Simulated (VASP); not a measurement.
# Au (P6_3/mmc) in VASP: settings compared

Au is run at these levels: PBEsol, r2SCAN; tasks: single point.

Program: VASP 6.6.1. These are calculated values, not measurements. Logs are shortened: lines on timing, memory, paths and dates and some standing lists are left out, and cuts for length are marked.

## (1) The cell of the first run

It takes space group P6_3/mmc (No. 194, hexagonal). The conventional cell has a = 2.900 Å, b = 2.900 Å, c = 4.880 Å, α = 90.00°, β = 90.00°, γ = 120.00°. Au (site symmetry -6m2) has 12 Au at 2.90 to 2.96 Å within 3.8 Å.

## (2) Single point, PBEsol

Contents of INCAR:

```
PREC = Accurate ; ENCUT = 520
EDIFF = 1E-6 ; ISMEAR = -1
SIGMA = 0.05 ; LREAL = F
LASPH = T ; NELM = 100
ALGO = Normal ; ISIF = 2
LWAVE = F ; LCHARG = F
GGA = PS ; NBANDS = 18
```

Contents of KPOINTS:

```
regular mesh
0
Gamma
  6 6 3
```

Contents of POSCAR:

```
Au
1.0
    2.9000000000      0.0000000000      0.0000000000
   -1.4500000000      2.5114736710      0.0000000000
    0.0000000000      0.0000000000      4.8800000000
Au
2
Direct
    0.6666666667      0.3333333333      0.2500000000
    0.3333333333      0.6666666667      0.7500000000
```

Potentials or basis: VASP PAW PBE potentials, release 64 (Au).

Launch:

```console
$ cat potpaw_PBE.64/Au/POTCAR > POTCAR
$ mpirun -np 1 vasp_std > vasp.out
```

OUTCAR:

```text
PREC = Accurate
   ENCUT = 520
   EDIFF = 1E-6
   ISMEAR = -1
   LREAL = F
   LASPH = T
   NELM = 100
   ISIF = 2
   GGA = PS

 ion  position               nearest neighbor table
   1  0.667  0.333  0.250-   2 2.96   2 2.96   2 2.96   2 2.96   2 2.96   2 2.96
   2  0.333  0.667  0.750-   1 2.96   1 2.96   1 2.96   1 2.96   1 2.96   1 2.96

  LATTYP: Found a hexagonal cell.
 ALAT       =     2.9000000000
 C/A-ratio  =     1.6827586207

  Lattice vectors:

 A1 = (   2.9000000000,   0.0000000000,   0.0000000000)
 A2 = (  -1.4500000000,   2.5114736710,   0.0000000000)
 A3 = (   0.0000000000,   0.0000000000,   4.8800000000)

Analysis of symmetry for initial positions (statically):
=====================================================================
 Subroutine PRICEL returns:
 Original cell was already a primitive cell.

 Routine SETGRP: Setting up the symmetry group for a
 hexagonal supercell.

 Subroutine GETGRP returns: Found 24 space group operations
 (whereof 12 operations were pure point group operations)
 out of a pool of 24 trial point group operations.

The static configuration has the point symmetry D_3d.
 The point group associated with its full space group is D_6h.

Analysis of symmetry for dynamics (positions and initial velocities):
=====================================================================
 Subroutine PRICEL returns:
 Original cell was already a primitive cell.

 Routine SETGRP: Setting up the symmetry group for a
 hexagonal supercell.

 Subroutine GETGRP returns: Found 24 space group operations
 (whereof 12 operations were pure point group operations)
 out of a pool of 24 trial point group operations.

The dynamic configuration has the point symmetry D_3d.
 The point group associated with its full space group is D_6h.

 Subroutine INISYM returns: Found 24 space group operations
 (whereof 12 operations are pure point group operations),
 and found     1 'primitive' translations

----------------------------------------------------------------------------------------

                                     Primitive cell

  volume of cell :      35.5424

  direct lattice vectors                    reciprocal lattice vectors
     2.900000000  0.000000000  0.000000000     0.344827586  0.199086300  0.000000000
    -1.450000000  2.511473671  0.000000000     0.000000000  0.398172599  0.000000000
     0.000000000  0.000000000  4.880000000     0.000000000  0.000000000  0.204918033

  length of vectors
     2.900000000  2.900000000  4.880000000     0.398172599  0.398172599  0.204918033

  position of ions in fractional coordinates (direct lattice)
     0.666666667  0.333333333  0.250000000
     0.333333333  0.666666667  0.750000000

  ion indices of the primitive-cell ions
   primitive index   ion index
                 1           1
                 2           2

----------------------------------------------------------------------------------------

 KPOINTS: regular mesh

Automatic generation of k-mesh.
 Grid dimensions read from file:
 generate k-points for:    6    6    3

 Generating k-lattice:

  Cartesian coordinates                     Fractional coordinates (reciprocal lattice)
     0.057471264  0.033181050  0.000000000     0.166666667  0.000000000  0.000000000
     0.000000000  0.066362100  0.000000000     0.000000000  0.166666667  0.000000000
     0.000000000  0.000000000  0.068306011     0.000000000  0.000000000  0.333333333

  Length of vectors
     0.066362100  0.066362100  0.068306011

  Shift w.r.t. Gamma in fractional coordinates (k-lattice)
     0.000000000  0.000000000  0.000000000

 Subroutine IBZKPT returns following result:
 ===========================================

 Found     14 irreducible k-points:

 Following reciprocal coordinates:
            Coordinates               Weight
  0.000000  0.000000  0.000000      1.000000
  0.166667 -0.000000  0.000000      6.000000
  0.333333  0.000000  0.000000      6.000000
  0.500000  0.000000  0.000000      3.000000
  0.166667  0.166667  0.000000      6.000000
  0.333333  0.166667  0.000000     12.000000
  0.333333  0.333333  0.000000      2.000000
  0.000000  0.000000  0.333333      2.000000
  0.166667 -0.000000  0.333333     12.000000
  0.333333  0.000000  0.333333     12.000000
  0.500000  0.000000  0.333333      6.000000
  0.166667  0.166667  0.333333     12.000000
  0.333333  0.166667  0.333333     24.000000
  0.333333  0.333333  0.333333      4.000000
   k-points           NKPTS =     14   k-points in BZ     NKDIM =     14   number of bands    NBANDS=     18
   number of dos      NEDOS =    301   number of ions     NIONS =      2
   total plane-waves  NPLWV =  20736
   dimension x,y,z NGX =    24 NGY =   24 NGZ =   36
   dimension x,y,z NGXF=    48 NGYF=   48 NGZF=   72
   ions per type =               2
   NGX,Y,Z   is equivalent  to a cutoff of  13.76, 13.76, 12.26 a.u.
   NGXF,Y,Z  is equivalent  to a cutoff of  27.52, 27.52, 24.53 a.u.
 SYSTEM =  unknown system
   PREC   = accura    normal or accurate (medium, high low for compatibility)
   ISTART =      0    job   : 0-new  1-cont  2-samecut
   ICHARG =      2    charge: 1-file 2-atom 10-const
   ISPIN  =      1    spin polarized calculation?
   LNONCOLLINEAR =      F non collinear calculations
   LSORBIT =      F    spin-orbit coupling
   LASPH  =      T    aspherical Exc in radial PAW
   ENCUT  =  520.0 eV  38.22 Ry    6.18 a.u.   5.39  5.39  9.07*2*pi/ulx,y,z
   NELM   =    100;   NELMIN=  2; NELMDL= -5     # of ELM steps
   EDIFF  = 0.1E-05   stopping-criterion for ELM
   LREAL  =      F    real-space projection
   EDIFFG = 0.1E-04   stopping-criterion for IOM
   NSW    =      0    number of steps for IOM
   IBRION =     -1    ionic relax: 0-MD 1-quasi-New 2-CG
   NFREE  =      0    steps in history (QN), initial steepest desc. (CG)
   ISIF   =      2    stress and relaxation
   ISYM   =      2    0-nonsym 1-usesym 2-fastsym
   POTIM  = 0.5000    time-step for ionic-motion
   TEBEG  =    0.0;   TEEND  =   0.0 temperature during run
   PSTRESS=    0.0 pullay stress
   NELECT =      22.0000    total number of electrons
   NUPDOWN=      -1.0000    fix difference up-down
   EMIN   =  10.00;   EMAX   =-10.00  energy-range for DOS
   EFERMI =   0.00;   METHOD = LEGACY
   ISMEAR =    -1;   SIGMA  =   0.05  broadening in eV -4-tet -1-fermi 0-gaus
   EFERMI_NEDOS =   21; number of points for ismear=-14 and -15
   IALGO  =     38    algorithm
   IMIX   =      4    mixing-type and parameters
     AMIX     =   0.40;   BMIX     =  1.00
     AMIX_MAG =   1.60;   BMIX_MAG =  1.00
  volume/ion in A,a.u.               =      17.77       119.93
  Fermi-wavevector in a.u.,A,eV,Ry     =   1.395191  2.636528 26.484517  1.946557
  Thomas-Fermi vector in A             =   2.518667
   LORBIT       =      0    0 simple, 1 ext, 2 COOP (PROOUT), +10 PAW based schemes
   GGA     = PS    functional components
   LHFCALC =     F    Hartree Fock is set to
   AEXX    =    0.0000 exact exchange contribution
   IVDW    =     0    specifies the selected vdW correction
   LEPSILON=     F    determine dielectric tensor
   LRPA    =     F    only Hartree local field effects (RPA)
 non-spin polarized calculation
  energy-cutoff  :      520.00
  volume of cell :       35.54
 maximum number of plane-waves:       984
 NGX is ok and might be reduce to    24
   NGX = 11   NGY = 11   NGZ = 19

 number of electron      22.0000001 magnetization

 Free energy of the ion-electron system (eV)
  ---------------------------------------------------
  ext. energy  EPLUGINS =         0.00000000
  ---------------------------------------------------
  free energy    TOTEN  =        -7.64687368 eV

  energy without entropy =       -7.63087089  energy(sigma->0) =       -7.63887229

 E-fermi :   8.5516     XC(G=0): -12.6389

 val. band max:        8.5227611708   @ k =   0.3333   0.0000   0.3333
 cond. band min:       8.7178222604   @ k =   0.3333   0.1667   0.3333
 fundamental gap:      0.1950610896
 Fermi energy:         8.5516293057

 k-point     1 :       0.0000    0.0000    0.0000
  band No.  band energies     occupation
      1      -0.8922      2.00000
      2       1.5266      2.00000
      3       3.9657      2.00000
      4       4.1930      2.00000
      5       4.1930      2.00000
      6       4.4804      2.00000
[... 10 lines left out ...]
     17      26.6855      0.00000
     18      26.6855      0.00000

 k-point     2 :       0.1667   -0.0000    0.0000
  band No.  band energies     occupation
      1      -0.0729      2.00000
      2       2.1401      2.00000
      3       3.6891      2.00000
      4       4.1783      2.00000
      5       4.4105      2.00000
      6       4.5942      2.00000
[... 10 lines left out ...]
     17      25.0970      0.00000
     18      25.7912      0.00000

 k-point     3 :       0.3333    0.0000    0.0000
  band No.  band energies     occupation
      1       1.5997      2.00000
      2       2.3378      2.00000
      3       3.0788      2.00000
      4       4.0524      2.00000
      5       4.3610      2.00000
      6       4.4631      2.00000
[... 10 lines left out ...]
     17      22.1420      0.00000
     18      24.4618      0.00000

 k-point     4 :       0.5000    0.0000    0.0000
  band No.  band energies     occupation
      1       2.0428      2.00000
      2       2.0687      2.00000
      3       2.6007      2.00000
      4       4.2702      2.00000
      5       4.4061      2.00000
      6       4.6703      2.00000
[... 165 lines left out ...]
      4       3.4376      2.00000
      5       3.9067      2.00000
      6       4.1186      2.00000
[... 10 lines left out ...]
     17      21.9650      0.00000
     18      23.4794      0.00000

 k-point    13 :       0.3333    0.1667    0.3333
  band No.  band energies     occupation
      1       2.2547      2.00000
      2       2.7490      2.00000
      3       3.0336      2.00000
      4       3.5402      2.00000
      5       4.1054      2.00000
      6       4.9145      2.00000
[... 10 lines left out ...]
     17      20.6876      0.00000
     18      22.8905      0.00000

 k-point    14 :       0.3333    0.3333    0.3333
  band No.  band energies     occupation
      1       3.0223      2.00000
      2       3.0223      2.00000
      3       3.1769      2.00000
      4       3.7060      2.00000
      5       4.1479      2.00000
      6       4.1479      2.00000
[... 10 lines left out ...]
     17      23.0046      0.00000
     18      23.0046      0.00000

------------------------ aborting loop because EDIFF is reached ----------------------------------------

  FORCE on cell =-STRESS in cart. coord.  units (eV):
  Direction    XX          YY          ZZ          XY          YZ          ZX
  --------------------------------------------------------------------------------------
  -------------------------------------------------------------------------------------
  Total       -1.7278225     -1.7278225     -0.6430440      0.0000000      0.0000000      0.0000000
  in kB      -77.8866922    -77.8866922    -28.9871044      0.0000000      0.0000000      0.0000000
  external PRESSURE =     -61.5868296 kB  Pullay stress =       0.0000000 kB

 VOLUME and BASIS-vectors are now :
 -----------------------------------------------------------------------------
  energy-cutoff  :      520.00
  volume of cell :       35.54
      direct lattice vectors                 reciprocal lattice vectors
     2.900000000  0.000000000  0.000000000     0.344827586  0.199086300  0.000000000
    -1.450000000  2.511473671  0.000000000     0.000000000  0.398172599  0.000000000
     0.000000000  0.000000000  4.880000000     0.000000000  0.000000000  0.204918033

 POSITION                                       TOTAL-FORCE (eV/Angst)
 -----------------------------------------------------------------------------------
      1.45000      0.83716      1.22000         0.000000     -0.000000      0.000000
     -0.00000      1.67432      3.66000        -0.000000      0.000000      0.000000
 -----------------------------------------------------------------------------------
    total drift:                                0.000000     -0.000000      0.000000

  FREE ENERGIE OF THE ION-ELECTRON SYSTEM (eV)
  ---------------------------------------------------
  free  energy   TOTEN  =        -7.6468736812 eV

  energy  without entropy=       -7.6308708922  energy(sigma->0) =       -7.63887229
```

Wall time 3.7 s (1 thread of Intel Xeon 6975P-C (Granite Rapids), shared host); peak memory 0.15 GiB.

Results:

```yaml
Free_energy: -7.6469 eV
Pressure: -6.2 GPa
Band_gap_on_the_k_mesh: zero (band 11 reaches 11.70 eV, above the bottom of band 12 at 6.29 eV)
```

Stress tensor (GPa, compression positive):
```
-7.79  0.00  0.00
 0.00 -7.79  0.00
 0.00  0.00 -2.90
```

Caveat: the k points lie up to 0.43 Å⁻¹ apart; the PAW data sets were made with another functional, which shifts forces and pressure a little; spin-orbit coupling is left out, which moves the levels of the heavy elements.

## (3) Single point, r2SCAN

POSCAR is that of step 2.

Contents of INCAR.step1:

```
ALGO = Normal ; EDIFF = 1E-4
ENCUT = 520 ; GGA = PE
ISMEAR = -1 ; LASPH = True
LCHARG = False ; LREAL = False
LWAVE = True ; NBANDS = 18
NELM = 100 ; PREC = Accurate
SIGMA = 0.05
```

Contents of INCAR.step2:

```
ALGO = Normal ; EDIFF = 1E-7
ENCUT = 520 ; ISIF = 2
ISMEAR = -1 ; ISTART = 1
LASPH = True ; LCHARG = False
LMIXTAU = True ; LREAL = False
LWAVE = False ; METAGGA = R2SCAN
NBANDS = 18 ; NELM = 100
PREC = Accurate ; SIGMA = 0.05
```

Contents of KPOINTS:

```
k-points
0
Gamma
  6 6 3
```

Potentials or basis: VASP PAW PBE potentials, release 64 (Au).

Launch:

```console
$ cat potpaw_PBE.64/Au/POTCAR > POTCAR
$ cp INCAR.step1 INCAR
$ mpirun -np 1 vasp_std > vasp.out
$ cp INCAR.step2 INCAR
$ mpirun -np 1 vasp_std > vasp.out
```

It took 21 s on 1 thread of Intel Xeon 6975P-C (Granite Rapids), shared host; peak memory 0.16 GiB.

Results (log left out):

```
Free energy            : -101.0170 eV
Pressure               : 0.1 GPa
Band gap on the k mesh : zero (band 11 reaches 11.96 eV, above the bottom of band 12 at 6.13 eV)
```

Stress tensor (GPa, compression positive):
```
-2.06  0.00  0.00
 0.00 -2.06  0.00
 0.00  0.00  4.48
```

Levels at points of the mesh, in eV from the Fermi level:
```
           k point  band 8  band 9  band 10  band 11  band 12  band 13  band 14  band 15
(0.00, 0.00, 0.00)   -3.68   -3.68    -2.38    -2.38    -0.80     2.50    15.41    16.43
(0.50, 0.00, 0.00)   -2.17   -2.09    -1.92     0.39     1.51     5.87     7.32     7.49
```

Caveat: the k points lie up to 0.43 Å⁻¹ apart; the PAW data sets were made with another functional, which shifts forces and pressure a little; spin-orbit coupling is left out, which moves the levels of the heavy elements.
